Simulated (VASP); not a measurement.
# Li (R-3m) in VASP: further runs, part 2 of 2

VASP 6.6.1. The steps go on from the part before.

## 3. Single point, PBE (equal xx and yy strain of -1 %)

INCAR reads:

```
SYSTEM = Li
PREC = Accurate ; ENCUT = 520
EDIFF = 1E-6 ; ISMEAR = -1
SIGMA = 0.05 ; LREAL = .False.
LASPH = .True. ; NELM = 60
ALGO = Normal ; ISIF = 2
LWAVE = .False. ; LCHARG = .True.
GGA = PE ; LELF = .True.
LVHAR = .True. ; NBANDS = 12
```

KPOINTS reads:

```
Automatic mesh
0
Gamma
  12 12 12
  0 0 0
```

POSCAR reads:

```
Li
1.0
    1.5349939760      0.8862291852      7.5883000000
   -1.5349939760      0.8862291852      7.5883000000
    0.0000000000     -1.7724583706      7.5883000000
Li
3
Direct
    0.0000000000      0.0000000000      0.0000000000
    0.2220000000      0.2220000000      0.2220000000
    0.7780000000      0.7780000000      0.7780000000
```

Potentials or basis: VASP PAW PBE potentials, release 64 (Li_sv).

Started as:

```sh
$ cat potpaw_PBE.64/Li_sv/POTCAR > POTCAR
$ mpirun -np 1 vasp_std > vasp.out
```

Run time: 23 min. Hardware: 1 thread of Intel Xeon 8259CL, shared host; peak memory 0.47 GiB.

It converged, with:

```
Free energy            : -5.7261 eV
Largest force          : 0.009 eV/Å
Band gap on the k mesh : zero (an odd number of electrons rules out a gap without spin polarisation)
```

Forces in eV/Å, atoms in the order of the input:
```
Li   0.000  0.000  0.000
Li   0.000  0.000  0.009
Li   0.000  0.000 -0.009
```

Levels at points of the mesh, in eV from the Fermi level:
```csv
k point,band 1,band 2,band 3,band 4,band 5,band 6,band 7,band 8,band 9,band 10
"(0.00, 0.00, 0.00)",-46.54,-46.53,-46.52,-3.51,-1.59,-1.59,5.51,5.54,12.77,12.77
"(0.50, 0.00, 0.00)",-46.52,-46.52,-46.51,-0.02,0.85,1.07,3.72,3.83,4.45,8.29
"(0.50, 0.50, 0.00)",-46.52,-46.52,-46.51,0.27,0.36,1.19,3.21,4.38,5.46,6.66
"(0.50, 0.50, 0.50)",-46.54,-46.53,-46.52,-3.03,-3.02,-0.03,2.82,10.22,10.26,12.47
```

Caveat: the cell differs from its parent crystal (equal xx and yy strain of -1 %); the cutoff is under 1.25 times the usual one of these potentials, so pressure, stress and relaxed cells hold a basis-set (Pulay) error.

## 4. Single point, PBE (equal xx and yy strain of +2 %)

INCAR reads:

```
SYSTEM = Li
PREC     = Accurate       ! precision mode
ENCUT    = 520            ! plane-wave cutoff, eV
EDIFF    = 1E-6           ! SCF threshold, eV
ISMEAR   = -1             ! smearing method
SIGMA    = 0.05           ! smearing width, eV
LREAL    = .False.        ! projectors in reciprocal space
LASPH    = .True.         ! aspherical terms in the spheres
NELM     = 60             ! most SCF steps
ALGO     = Normal         ! electronic algorithm
ISIF     = 2              ! what is computed and relaxed
LWAVE    = .False.        ! write WAVECAR
LCHARG   = .False.        ! write CHGCAR
GGA      = PE             ! functional
NBANDS   = 12             ! bands
```

KPOINTS reads:

```
regular mesh
0
Gamma
  12 12 12
  0 0 0
```

POSCAR reads:

```
Li
1.0
    1.5815089450      0.9130846151      7.5883000000
   -1.5815089450      0.9130846151      7.5883000000
    0.0000000000     -1.8261692303      7.5883000000
Li
3
Direct
    0.0000000000      0.0000000000      0.0000000000
    0.2220000000      0.2220000000      0.2220000000
    0.7780000000      0.7780000000      0.7780000000
```

Potentials or basis: VASP PAW PBE potentials, release 64 (Li_sv).

Started as:

```sh
$ cat potpaw_PBE.64/Li_sv/POTCAR > POTCAR
$ mpirun -np 1 vasp_std > vasp.out
```

OUTCAR:

```text
SYSTEM = Li
   PREC = Accurate
   ENCUT = 520
   EDIFF = 1E-6
   ISMEAR = -1
   LREAL = .False.
   LASPH = .True.
   NELM = 60
   ISIF = 2
   GGA = PE

 ion  position               nearest neighbor table
   1  0.000  0.000  0.000-
   2  0.222  0.222  0.222-
   3  0.778  0.778  0.778-

  LATTYP: Found a trigonal (rhomboedric) cell.
 ALAT       =     7.8049465692
 COS(alpha) =     0.9178829324

  Lattice vectors:
[... 549 lines left out ...]

------------------------ aborting loop because EDIFF is reached ----------------------------------------

  FORCE on cell =-STRESS in cart. coord.  units (eV):
  Direction    XX          YY          ZZ          XY          YZ          ZX
  --------------------------------------------------------------------------------------
  -------------------------------------------------------------------------------------
  Total       -0.4505056     -0.4505056     -0.3723239      0.0000000      0.0000000      0.0000000
  in kB      -10.9782301    -10.9782301     -9.0730464      0.0000000      0.0000000      0.0000000
  external PRESSURE =     -10.3431688 kB  Pullay stress =       0.0000000 kB

 VOLUME and BASIS-vectors are now :
 -----------------------------------------------------------------------------
  energy-cutoff  :      520.00
  volume of cell :       65.75
      direct lattice vectors                 reciprocal lattice vectors
     1.581508945  0.913084615  7.588300000     0.316153760  0.182531459  0.043927274
    -1.581508945  0.913084615  7.588300000    -0.316153760  0.182531459  0.043927274
     0.000000000 -1.826169230  7.588300000     0.000000000 -0.365062917  0.043927274

 POSITION                                       TOTAL-FORCE (eV/Angst)
 -----------------------------------------------------------------------------------
      0.00000      0.00000      0.00000         0.000000     -0.000000      0.000000
      0.00000     -0.00000      5.05381         0.000000     -0.000000      0.008655
      0.00000     -0.00000     17.71109         0.000000      0.000000     -0.008655
 -----------------------------------------------------------------------------------
    total drift:                               -0.000000     -0.000000      0.000000

  FREE ENERGIE OF THE ION-ELECTRON SYSTEM (eV)
  ---------------------------------------------------
  free  energy   TOTEN  =        -5.7131193309 eV

  energy  without entropy=       -5.7025706937  energy(sigma->0) =       -5.70784501
```

OSZICAR:

```text
N       E                     dE             d eps       ncg     rms          rms(c)
DAV:   1     0.261926182080E+02    0.26193E+02   -0.35124E+03  4536   0.651E+02
DAV:   2     0.467584902587E+00   -0.25725E+02   -0.25002E+02  5376   0.150E+02
DAV:   3    -0.561789404637E+01   -0.60855E+01   -0.60370E+01  8676   0.383E+01
DAV:   4    -0.571644279913E+01   -0.98549E-01   -0.98488E-01  6036   0.844E+00
DAV:   5    -0.571857211930E+01   -0.21293E-02   -0.21292E-02  7104   0.101E+00    0.458E-01
DAV:   6    -0.571500816654E+01    0.35640E-02   -0.13819E-03  8104   0.182E-01    0.260E-01
DAV:   7    -0.571312691955E+01    0.18812E-02   -0.15481E-03  8816   0.198E-01    0.354E-02
DAV:   8    -0.571312119378E+01    0.57258E-05   -0.12013E-04  6360   0.896E-02    0.221E-02
DAV:   9    -0.571311974841E+01    0.14454E-05   -0.19383E-05  7368   0.224E-02    0.159E-03
DAV:  10    -0.571311933089E+01    0.41751E-06   -0.79358E-08  4320   0.222E-03
   1 F= -.57131193E+01 E0= -.57078450E+01  d E =-.105486E-01
```

stdout:

```text
POSCAR found type information on POSCAR Li
 POSCAR found :  1 types and       3 ions
 scaLAPACK will be used
 LDA part: xc-table for (Slater+PW92), standard interpolation
 POSCAR, INCAR and KPOINTS ok, starting setup
 FFT: planning ... GRIDC
 FFT: planning ... GRID_SOFT
 FFT: planning ... GRID
 WAVECAR not read
 entering main loop
```

It took 22 min on 1 thread of Intel Xeon 8259CL, shared host; peak memory 0.47 GiB.

Results:

```
Free energy            : -5.7131 eV
Largest force          : 0.009 eV/Å
Band gap on the k mesh : zero (an odd number of electrons rules out a gap without spin polarisation)
```

Forces in eV/Å, atoms in the order of the input:
```
Li   0.000  0.000  0.000
Li   0.000  0.000  0.009
Li   0.000  0.000 -0.009
```

Caveat: the cell differs from its parent crystal (equal xx and yy strain of +2 %); the cutoff is under 1.25 times the usual one of these potentials, so pressure, stress and relaxed cells hold a basis-set (Pulay) error.

## 5. Overview

| cell | gap on the mesh (eV) | largest force (eV/Å) |
| --- | --- | --- |
| a = 7.784 Å, angles 22.3°, 3 atoms | none | 0.01 |
| a = 7.793 Å, angles 22.7°, 3 atoms | none | 0.01 |
| a = 7.805 Å, angles 23.4°, 3 atoms | none | 0.01 |

Alike in all rows: task single point; level PBE; potentials or basis VASP PAW PBE potentials, release 64 (Li_sv); no spin polarisation; k mesh 12 × 12 × 12; cutoff (eV) 520; smearing fermi-dirac 0.05 eV.

Caveats: the cutoff is under 1.25 times the usual one of these potentials, so pressure, stress and relaxed cells hold a basis-set (Pulay) error.

Total energies depend on the potentials used, so only differences within one code and one set of settings carry meaning.
